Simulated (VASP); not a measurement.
Write the native input for VASP 6.6.1 that does the following.

```
Task                   : single point
Functional             : PBE
Potentials or basis    : VASP PAW PBE potentials, release 64 (Si, C)
Cutoff                 : 520 eV
k mesh                 : 6 × 6 × 4
Occupations            : gaussian, width 0.1 eV
Spin                   : collinear spin
Starting moments       : [0.0, 1.0, 1.0] μB
Dipole correction      : no
Further INCAR settings : ALGO = Normal; EDIFF = 1e-06; NBANDS = 17
```

The structure of SiC2 lies in POSCAR:

```
SiC2
1.0
    2.6798104000      0.0000000000      0.0000000000
   -1.3399052000      2.3207838900      0.0000000000
    0.0000000000      0.0000000000      6.5641681000
Si C
1 2
Direct
    0.0000000000      0.0000000000      0.5000000000
    0.6666666700      0.3333333300      0.8333333300
    0.3333333300      0.6666666700      0.1666666700
```

The input as run:

INCAR

```
ALGO = Normal
EDIFF = 1E-6
ENCUT = 520
GGA = PE
ISIF = 2
ISMEAR = 0
ISPIN = 2
LASPH = True
LCHARG = True
LELF = True
LORBIT = 11
LREAL = False
LVHAR = True
LWAVE = False
MAGMOM = 0 1 1
NBANDS = 17
NELM = 150
PREC = Accurate
SIGMA = 0.1
```

KPOINTS

```
k-points
0
Gamma
  6 6 4
```

Potentials or basis: VASP PAW PBE potentials, release 64 (Si, C).

Run with:

```bash
$ cat potpaw_PBE.64/Si/POTCAR potpaw_PBE.64/C/POTCAR > POTCAR
$ mpirun -np 1 vasp_std > vasp.out
```

It gave:

The pressure is -20.3 GPa and the largest force is 0.182 eV/Å. The band gap on the k mesh is zero (filled and empty bands overlap). The net moment is 0.00 μB per cell. The valence electrons inside the program's atomic spheres are Si 1.48; C 1.97.

Caveat: the k points lie up to 0.45 Å⁻¹ apart, too coarse for converged energies and pressures of a metal.

Wall time 51 s on 1 thread of Intel Xeon 8259CL, with other jobs on the host, peak memory 0.17 GiB.
